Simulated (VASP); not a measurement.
# WS2 in VASP: further runs, part 2 of 2

VASP 6.6.1. Earlier steps stand in the parts before.

## 4. Single point, LDA

This run uses another cell than the first one.

Contents of INCAR:

```
  PREC = Accurate
  ENCUT = 520
  EDIFF = 1E-6
  ISMEAR = 0
  SIGMA = 0.05
  LREAL = False
  LASPH = True
  NELM = 80
  ALGO = Normal
  ISIF = 2
  LWAVE = False
  LCHARG = False
  NBANDS = 35
```

Contents of KPOINTS:

```
regular mesh
0
Gamma
  12 12 2
```

Contents of POSCAR:

```
WS2
1.0
    3.0482563621     -0.1719529230     -0.1719529230
   -1.6730437806      2.7258439083     -0.0629391381
   -1.2838415798     -1.2838415798     22.7590098241
W S
2 4
Direct
    0.3333333333      0.6666666667      0.6302757360
    0.6666666667      0.3333333333      0.3697242640
    0.3333333333      0.6666666667      0.3028928957
    0.6666666667      0.3333333333      0.5633280735
    0.3333333333      0.6666666667      0.4366719265
    0.6666666667      0.3333333333      0.6971071043
```

Potentials or basis: VASP PAW LDA potentials, release 64 (W_sv, S).

On the command line:

```bash
$ cat potpaw_LDA.64/W_sv/POTCAR potpaw_LDA.64/S/POTCAR > POTCAR
$ mpirun -np 1 vasp_std > vasp.out
```

OUTCAR:

```text
PREC = Accurate
   ENCUT = 520
   EDIFF = 1E-6
   ISMEAR = 0
   LREAL = False
   LASPH = True
   NELM = 80
   ISIF = 2

 ion  position               nearest neighbor table
   1  0.333  0.667  0.630-   4 2.09   6 2.20   6 2.35   6 2.44   4 2.44   4 2.46
   2  0.667  0.333  0.370-   5 2.09   3 2.20   3 2.35   3 2.44   5 2.44   5 2.46
   3  0.333  0.667  0.303-   2 2.20   2 2.35   2 2.44
   4  0.667  0.333  0.563-   1 2.09   1 2.44   1 2.46
   5  0.333  0.667  0.437-   2 2.09   2 2.44   2 2.46
   6  0.667  0.333  0.697-   1 2.20   1 2.35   1 2.44

  LATTYP: Found a triclinic cell.
 ALAT       =     3.0579408864
 B/A-ratio  =     0.9516568837
 C/A-ratio  =     7.3900323223
 COS(alpha) =     0.0284614985
 COS(beta)  =     0.0801405308
 COS(gamma) =     0.4262574371

  Lattice vectors:

 A1 = (   3.0482563621,  -0.1719529230,  -0.1719529230)
 A2 = (   1.3752125815,   2.5538909853,  -0.2348920611)
 A3 = (   3.1396273638,   1.0980964825,  22.3521648400)

Analysis of symmetry for initial positions (statically):
=====================================================================
[... 184 lines left out ...]
 fundamental gap:      0.9347622438
 Fermi energy:         2.5670033014

 k-point     1 :       0.0000    0.0000    0.0000
  band No.  band energies     occupation
      1     -71.7629      2.00000
      2     -71.7629      2.00000
      3     -36.5482      2.00000
      4     -36.5481      2.00000
      5     -36.2438      2.00000
      6     -36.2438      2.00000
[... 901 lines left out ...]
     34       6.8644      0.00000
     35       8.1673      0.00000

 [... further k-points ...]

------------------------ aborting loop because EDIFF is reached ----------------------------------------

  FORCE on cell =-STRESS in cart. coord.  units (eV):
  Direction    XX          YY          ZZ          XY          YZ          ZX
  --------------------------------------------------------------------------------------
  -------------------------------------------------------------------------------------
  Total       15.2052180     15.7650000     15.8025995      9.9193858     15.0788208     15.2941824
  in kB      134.3505817    139.2967155    139.6289380     87.6459156    133.2337588    135.1366554
  external PRESSURE =     137.7587450 kB  Pullay stress =       0.0000000 kB

 VOLUME and BASIS-vectors are now :
 -----------------------------------------------------------------------------
  energy-cutoff  :      520.00
  volume of cell :      181.33
      direct lattice vectors                 reciprocal lattice vectors
     3.048256362 -0.171952923 -0.171952923     0.341683987  0.210434837  0.031145164
    -1.673043781  2.725843908 -0.062939138     0.022799843  0.381379188  0.022799843
    -1.283841580 -1.283841580 22.759009824     0.002644604  0.002644604  0.044237008

 POSITION                                       TOTAL-FORCE (eV/Angst)
 -----------------------------------------------------------------------------------
     -0.90845      0.95074     14.24517         3.079407      0.324877      1.548850
      0.99982      0.31931      8.27894        -3.079407     -0.324877     -1.548850
     -0.48814      1.37105      6.79427        -1.225195     -2.538435     -2.087580
      0.75127      0.07076     12.68517        -4.280977     -2.765545     -3.510014
     -0.65989      1.19929      9.83894         4.280977      2.765545      3.510014
      0.57951     -0.10100     15.72985         1.225195      2.538435      2.087580
 -----------------------------------------------------------------------------------
    total drift:                               -0.000000     -0.000000     -0.000000

  FREE ENERGIE OF THE ION-ELECTRON SYSTEM (eV)
  ---------------------------------------------------
  free  energy   TOTEN  =       -49.5932231985 eV

  energy  without entropy=      -49.5932231985  energy(sigma->0) =      -49.59322320
```

OSZICAR:

```text
N       E                     dE             d eps       ncg     rms          rms(c)
DAV:   1     0.510467371240E+03    0.51047E+03   -0.28239E+04 11896   0.135E+03
DAV:   2    -0.177905350597E+02   -0.52826E+03   -0.51184E+03 12905   0.365E+02
DAV:   3    -0.509947837883E+02   -0.33204E+02   -0.32711E+02 12882   0.893E+01
[... 14 lines left out ...]
DAV:  18    -0.495931624876E+02   -0.24415E-04   -0.71127E-07  8990   0.298E-03    0.324E-03
DAV:  19    -0.495932042191E+02   -0.41732E-04   -0.19885E-06  8585   0.320E-03    0.243E-03
DAV:  20    -0.495932154464E+02   -0.11227E-04   -0.40026E-07  8469   0.191E-03    0.966E-04
DAV:  21    -0.495932225444E+02   -0.70981E-05   -0.40662E-07  7953   0.129E-03    0.470E-04
DAV:  22    -0.495932231985E+02   -0.65403E-06   -0.23669E-08  6858   0.529E-04
   1 F= -.49593223E+02 E0= -.49593223E+02  d E =-.293288E-19
```

stdout:

```text
POSCAR found type information on POSCAR W S
 POSCAR found :  2 types and       6 ions
 scaLAPACK will be used
 LDA part: xc-table for (Slater(with rela. corr.)+CA(PZ))
 , standard interpolation
 POSCAR, INCAR and KPOINTS ok, starting setup
 FFT: planning ... GRIDC
 FFT: planning ... GRID_SOFT
 FFT: planning ... GRID
 WAVECAR not read
 entering main loop
```

It took 35 min on 1 thread of Oxide Virtual Turin-like, shared host; peak memory 0.74 GiB.

What came out:

```
Free energy            : -49.5932 eV
Largest force          : 6.188 eV/Å
Band gap on the k mesh : 0.93 eV (least direct gap 1.37 eV)
```

Forces in eV/Å, atoms in the order of the input:
```
W    3.079  0.325  1.549
W   -3.079 -0.325 -1.549
S   -1.225 -2.538 -2.088
S   -4.281 -2.766 -3.510
S    4.281  2.766  3.510
S    1.225  2.538  2.088
```

Caveat: there is no dipole correction, which matters where the two faces differ; spin-orbit coupling is left out, which moves the levels of the heavy elements.

## 5. Single point, LDA

This run uses another cell than the first one.

Contents of INCAR:

```
PREC = Accurate
ENCUT = 520
EDIFF = 1E-6
ISMEAR = 0
SIGMA = 0.05
LREAL = F
LASPH = T
NELM = 100
ALGO = Normal
ISIF = 2
LWAVE = F
LCHARG = F
NBANDS = 35
```

Contents of KPOINTS:

```
Automatic mesh
0
Gamma
  12 12 2
```

POSCAR, as its differences from that of step 4:

```diff
@@ -2,5 +2,5 @@
 1.0
-    3.0482563621     -0.1719529230     -0.1719529230
-   -1.6730437806      2.7258439083     -0.0629391381
-   -1.2838415798     -1.2838415798     22.7590098241
+    3.0482563621      0.0859764615      0.0859764615
+   -1.4496703813      2.5968792161      0.0314695690
+    0.6419207899      0.6419207899     22.7590098241
 W S
```

On the command line:

```bash
$ cat potpaw_LDA.64/W_sv/POTCAR potpaw_LDA.64/S/POTCAR > POTCAR
$ mpirun -np 1 vasp_std > vasp.out
```

Run time: 26 min. Hardware: 1 thread of Oxide Virtual Turin-like, shared host; peak memory 0.75 GiB.

It converged, with:

```yaml
Free_energy: -51.5189 eV
Largest_force: 2.548 eV/Å
Band_gap_on_the_k_mesh: 1.26 eV (least direct gap 2.10 eV)
```

Forces on the atoms (eV/Å):
```
W   -0.398  0.031  0.292
W    0.398 -0.031 -0.292
S    0.900  1.114 -1.773
S    1.234  1.028 -1.978
S   -1.234 -1.028  1.978
S   -0.900 -1.114  1.773
```

Levels at points of the mesh, in eV from the valence-band top:
| k point | band 24 | band 25 | band 26 | band 27 | band 28 | band 29 |
| --- | --- | --- | --- | --- | --- | --- |
| (0.00, 0.00, 0.00) | -2.01 | -1.01 | 0.00 | 2.11 | 2.23 | 2.66 |
| (0.50, 0.00, 0.00) | -1.43 | -1.32 | -1.22 | 2.66 | 2.69 | 3.16 |
| (0.00, 0.50, 0.00) | -1.57 | -1.49 | -1.47 | 2.50 | 2.51 | 3.11 |
| (0.50, 0.50, 0.00) | -1.95 | -1.40 | -1.36 | 2.73 | 2.79 | 3.02 |
| (0.00, 0.00, 0.50) | -2.01 | -1.01 | 0.00 | 2.11 | 2.23 | 2.66 |
| (0.50, 0.00, 0.50) | -1.43 | -1.32 | -1.22 | 2.66 | 2.69 | 3.16 |
| (0.00, 0.50, 0.50) | -1.57 | -1.49 | -1.47 | 2.50 | 2.51 | 3.11 |
| (0.50, 0.50, 0.50) | -1.95 | -1.40 | -1.36 | 2.73 | 2.79 | 3.02 |

Caveat: there is no dipole correction, which matters where the two faces differ; spin-orbit coupling is left out, which moves the levels of the heavy elements.

## 6. Overview

| cell | gap on the mesh (eV) | largest force (eV/Å) |
| --- | --- | --- |
| a = 3.207, b = 3.131, c = 23.943 Å, angles 88.8, 86.9, 117.6°, 6 atoms | 1.29 | 1.45 |
| a = 3.292, b = 3.433, c = 24.577 Å, angles 92.0, 95.8, 124.3°, 6 atoms | 1.00 | 2.47 |
| a = 3.058, b = 3.199, c = 22.831 Å, angles 92.2, 96.3, 124.6°, 6 atoms | 0.93 | 6.19 |
| a = 3.051, b = 2.974, c = 22.777 Å, angles 88.8, 86.7, 117.5°, 6 atoms | 1.26 | 2.55 |

Alike in all rows: task single point; level LDA; potentials or basis VASP PAW LDA potentials, release 64 (W_sv, S); no spin polarisation; k mesh 12 × 12 × 2; cutoff (eV) 520; smearing gaussian 0.05 eV.

Caveats: there is no dipole correction, which matters where the two faces differ; spin-orbit coupling is left out, which moves the levels of the heavy elements.

Absolute energies hang on the potentials; compare differences alone.
